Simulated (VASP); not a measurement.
Write the native input for VASP 6.6.1 that does the following.

```yaml
Task: single point
Functional: r2SCAN
Potentials_or_basis: VASP PAW PBE potentials, release 64 (Al, O)
Cutoff: 660 eV
k_mesh: 8 × 8 × 8
Occupations: gaussian, width 0.1 eV
Spin: collinear spin, ferromagnetic start
Starting_moments: "[0.0, 1.0, 1.0, 1.0] μB"
Dipole_correction: no
Further_INCAR_settings: ALGO = Normal; EDIFF = 1e-06; NBANDS = 22
```

Crystal: AlO3.

```xyz
4
Lattice="-1.6178 1.6178 3.6138 1.6178 -1.6178 3.6138 1.6178 1.6178 -3.6138" Properties=species:S:1:pos:R:3 pbc="T T T"
Al    0.0000    0.0000    0.0000
O     0.0000    0.0000    3.6138
O     1.6178    0.0000    1.8069
O     0.0000    1.6178    1.8069
```

These files were run (other wordings do the same):

POSCAR

```
AlO3
1.0
   -1.6178156709      1.6178156709      3.6138220180
    1.6178156709     -1.6178156709      3.6138220180
    1.6178156709      1.6178156709     -3.6138220180
Al O
1 3
Direct
    0.0000000000      0.0000000000      0.0000000000
    0.5000000000      0.5000000000      0.0000000000
    0.2500000000      0.7500000000      0.5000000000
    0.7500000000      0.2500000000      0.5000000000
```

INCAR.step1

```
PREC = Accurate
ENCUT = 660
ISMEAR = 0
SIGMA = 0.1
LREAL = False
LASPH = True
NELM = 200
ISPIN = 2
MAGMOM = 0 1 1 1
NBANDS = 22
GGA = PE
ALGO = Normal
EDIFF = 1E-5
LWAVE = True
LCHARG = False
GGA_COMPAT = False
```

INCAR.step2

```
PREC = Accurate
ENCUT = 660
EDIFF = 1E-6
ISMEAR = 0
SIGMA = 0.1
LREAL = False
LASPH = True
NELM = 200
ALGO = Normal
ISIF = 2
LWAVE = False
LCHARG = False
ISPIN = 2
MAGMOM = 0 1 1 1
LORBIT = 11
METAGGA = R2SCAN
LMIXTAU = True
NBANDS = 22
ISTART = 1
GGA_COMPAT = False
```

KPOINTS

```
Automatic mesh
0
Gamma
  8 8 8
```

Potentials or basis: VASP PAW PBE potentials, release 64 (Al, O).

The run is started by

```bash
$ cat potpaw_PBE.64/Al/POTCAR potpaw_PBE.64/O/POTCAR > POTCAR
$ cp INCAR.step1 INCAR
$ mpirun -np 1 vasp_std > vasp.out
$ cp INCAR.step2 INCAR
$ mpirun -np 1 vasp_std > vasp.out
```

It gave:

```json
{
  "Pressure": "-20.4 GPa",
  "Band gap on the k mesh": "zero (filled and empty bands overlap)",
  "Net moment": "3.00 μB per cell",
  "Site moments": "Al -0.06; O +0.73, +1.03 μB",
  "Valence electrons inside the program's atomic spheres": "Al 0.42; O 4.85, 4.80"
}
```

Caveat: the PAW data sets were made with another functional, which shifts forces and pressure a little.

Run time: 8.8 min on 1 thread of Intel Xeon 6975P-C, on a shared host, peak memory 0.31 GiB.
